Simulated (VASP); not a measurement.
## Sc: relaxation of volume and atoms at fixed shape with r2SCAN+D3(BJ)

Sc:

```
Sc
1.0
     3.30900    0.00000    0.00000
    -1.65450    2.86568    0.00000
     0.00000    0.00000    5.27330
Sc
2
Direct
  0.33333 0.66667 0.25000
  0.66667 0.33333 0.75000
```

```json
{"Program": "VASP 6.6.1", "Task": "relaxation of volume and atoms at fixed shape", "Functional": "r2SCAN", "Dispersion": "D3(BJ)", "Potentials or basis": "VASP PAW PBE potentials, release 64 (Sc_sv)", "Cutoff": "600 eV", "k mesh": "8 × 8 × 4", "Occupations": "fermi-dirac, width 0.1 eV", "Spin": "no spin polarisation", "Dipole correction": "no", "Further INCAR settings": "ALGO = Normal; EDIFF = 1e-06; IBRION = 2; EDIFFG = -0.01; NSW = 80; ISIF = 8"}
```

| Quantity | Value |
| --- | --- |
| Relaxed volume | 24.54 Å³/atom |
| Relaxed cell | a = 3.289 Å, b = 3.289 Å, c = 5.241 Å, α = 90.00°, β = 90.00°, γ = 120.00° |
| Space group after relaxing (to 0.05 Å) | P6_3/mmc (No. 194) |
| Energy gained by relaxing | 1.5 meV/atom |
| Ionic steps | 3 |
| Pressure after relaxing | 0.0 GPa |
| Band gap on the k mesh | zero (band 11 reaches 4.77 eV, above the bottom of band 12 at 3.26 eV) |
| Dispersion energy per atom | -0.185 eV |

Stress tensor (GPa, compression positive):
```
 0.55  0.00  0.00
 0.00  0.55  0.00
 0.00  0.00 -1.04
```

Step by step:
```csv
step,energy change (eV),largest force (eV/Å),pressure (GPa),volume (Å³)
1,0.0000,0.0000,-1.00,50.00
2,-0.0028,0.0000,0.24,48.88
3,-0.0029,0.0000,0.02,49.09
```

Final structure:
```xyz
2
Lattice="3.2886 0.0000 0.0000 -1.6443 2.8481 0.0000 0.0000 0.0000 5.2409" Properties=species:S:1:pos:R:3 pbc="T T T"
Sc    0.0000    1.8987    1.3102
Sc    1.6443    0.9494    3.9306
```

Levels at points of the mesh, in eV from the Fermi level:
```tsv
k point	band 7	band 8	band 9	band 10	band 11	band 12	band 13	band 14
(0.00, 0.00, 0.00)	-28.94	-28.93	-5.52	-1.75	0.29	1.83	1.83	1.97
(0.50, 0.00, 0.00)	-29.03	-28.99	-1.69	-1.12	-0.72	-0.37	1.35	1.64
(0.00, 0.00, 0.50)	-28.97	-28.97	-3.93	-3.93	1.02	1.02	1.78	1.78
(0.50, 0.00, 0.50)	-29.04	-29.04	-1.54	-1.54	0.03	0.03	1.31	1.31
```

It took 2.5 min on 1 thread of Intel(R) Xeon(R) 6975P-C (Granite Rapids), with other jobs on the host, peak memory 0.21 GiB.

Caveat: the PAW data sets were made with another functional, which shifts forces and pressure a little; pairwise dispersion overbinds metals, which lowers pressure and volume.
